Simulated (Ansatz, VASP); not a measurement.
One calculation of Cu, two programs

```
CELL_PARAMETERS angstrom
11.57025 0.00000 0.00000
0.00000 2.23821 0.00000
-4.59562 0.00000 21.74339
ATOMIC_POSITIONS crystal
Cu 0.50000 0.50000 0.50000
```

Alike in both runs: task single point; functional PBEsol; dispersion D4; k mesh 3 × 13 × 2; occupations gaussian, width 0.15 eV; no spin polarisation.

|  | VASP | Ansatz |
| --- | --- | --- |
| version | VASP 6.6.1 | Ansatz 0.2.0 |
| potentials or method | VASP PAW PBE potentials, release 64 (Cu), cutoff 520 eV | plane waves, PAW |
| valence electrons in the cell | 11 | 19 |

|  | VASP | Ansatz | Ansatz less VASP |
| --- | --- | --- | --- |
| pressure (GPa) | 0.0 | 0.0 | 0.00 |

VASP's potentials were made for PBE, not for PBEsol. VASP's potentials hold 11 valence electrons a cell and Ansatz's 19, so a difference there can come from the potentials and not from the codes.
